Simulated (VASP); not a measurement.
**Na: single point with LDA**

Crystal: Na.

```xyz
1
Lattice="-2.0273 2.0273 2.0273 2.0273 -2.0273 2.0273 2.0273 2.0273 -2.0273" Properties=species:S:1:pos:R:3 pbc="T T T"
Na    0.0000    0.0000    0.0000
```

| Quantity | Value |
| --- | --- |
| Program | VASP 6.6.1 |
| Task | single point |
| Functional | LDA |
| Potentials or basis | VASP PAW LDA potentials, release 64 (Na_pv) |
| Cutoff | 520 eV |
| k mesh | 14 × 14 × 14 |
| Occupations | gaussian, width 0.1 eV |
| Spin | no spin polarisation |

| Item | Value |
| --- | --- |
| Pressure | 0.0 GPa |
| Band gap on the k mesh | zero (an odd number of electrons rules out a gap without spin polarisation) |

Levels at points of the mesh, in eV from the Fermi level:
```
           k point  band 1  band 2  band 3  band 4  band 5  band 6  band 7  band 8
(0.00, 0.00, 0.00)  -24.84  -24.84  -24.84   -3.49   12.36   12.36   12.36   13.53
(0.50, 0.00, 0.00)  -24.89  -24.85  -24.84    0.83    1.33    8.67    9.79    9.93
(0.50, 0.50, 0.50)  -24.87  -24.87  -24.87    4.78    4.78    5.25    5.25    5.25
```

Wall time 27 s on 1 thread of Intel(R) Xeon(R) Platinum 8259CL CPU @ 2.50GHz (Skylake/Cascade Lake), on a shared host, peak memory 0.15 GiB.
